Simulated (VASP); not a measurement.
Re: relaxation of cell and atoms with r2SCAN

Re:

```
CELL_PARAMETERS angstrom
0.00000 2.67500 2.67500
2.67500 0.00000 2.67500
2.67500 2.67500 0.00000
ATOMIC_POSITIONS crystal
Re 0.00000 0.00000 0.00000
Re 0.25000 0.25000 0.25000
```

* Program: VASP 6.6.1
* Task: relaxation of cell and atoms
* Functional: r2SCAN
* Potentials or basis: VASP PAW PBE potentials, release 64 (Re)
* Cutoff: 600 eV
* k mesh: 6 × 6 × 6
* Occupations: fermi-dirac, width 0.05 eV
* Spin: no spin polarisation
* Target pressure: 30 GPa
* Dipole correction: no
* Further INCAR settings: ALGO = Normal; EDIFF = 1e-07; IBRION = 2; EDIFFG = -0.02; NSW = 60; ISIF = 3

- Relaxed volume: 19.32 Å³/atom
- Relaxed cell: a = 3.795 Å, b = 3.795 Å, c = 3.795 Å, α = 60.00°, β = 60.00°, γ = 60.00°
- Space group after relaxing (to 0.05 Å): Fd-3m (No. 227)
- Energy change on relaxing (the enthalpy is what falls): -35.8 meV/atom
- Ionic steps: 3
- Pressure after relaxing: 30.0 GPa
- Band gap on the k mesh: zero (band 7 reaches 5.51 eV, above the bottom of band 8 at 4.16 eV)

Step by step:
```tsv
step	energy change (eV)	largest force (eV/Å)	pressure (GPa)	volume (Å³)
1	0.0000	0.0000	32.81	38.28
2	-0.3042	0.0000	19.35	40.17
3	-0.0716	0.0000	29.97	38.65
```

Final structure:
```xyz
2
Lattice="0.0000 2.6835 2.6835 2.6835 0.0000 2.6835 2.6835 2.6835 0.0000" Properties=species:S:1:pos:R:3 pbc="T T T"
Re    0.0000    0.0000    0.0000
Re    1.3417    1.3417    1.3417
```

Levels at points of the mesh, in eV from the Fermi level:
| k point | band 4 | band 5 | band 6 | band 7 | band 8 | band 9 | band 10 | band 11 |
| --- | --- | --- | --- | --- | --- | --- | --- | --- |
| (0.00, 0.00, 0.00) | -2.78 | -2.78 | -2.78 | 0.81 | 0.81 | 0.81 | 5.31 | 5.31 |
| (0.50, 0.00, 0.00) | -3.52 | -3.13 | -3.13 | -0.87 | 2.20 | 2.20 | 4.13 | 4.13 |
| (0.50, 0.50, 0.00) | -3.07 | -1.90 | -1.90 | -0.12 | -0.12 | 4.57 | 4.57 | 5.40 |

Wall time 86 s on 1 thread of Intel(R) Xeon(R) Platinum 8488C (Sapphire Rapids), on a shared host, peak memory 0.18 GiB.

Caveat: the cell is relaxed towards a set pressure, so the enthalpy falls and the energy may rise; the PAW data sets were made with another functional, which shifts forces and pressure a little; spin-orbit coupling is left out, which moves the levels of the heavy elements.
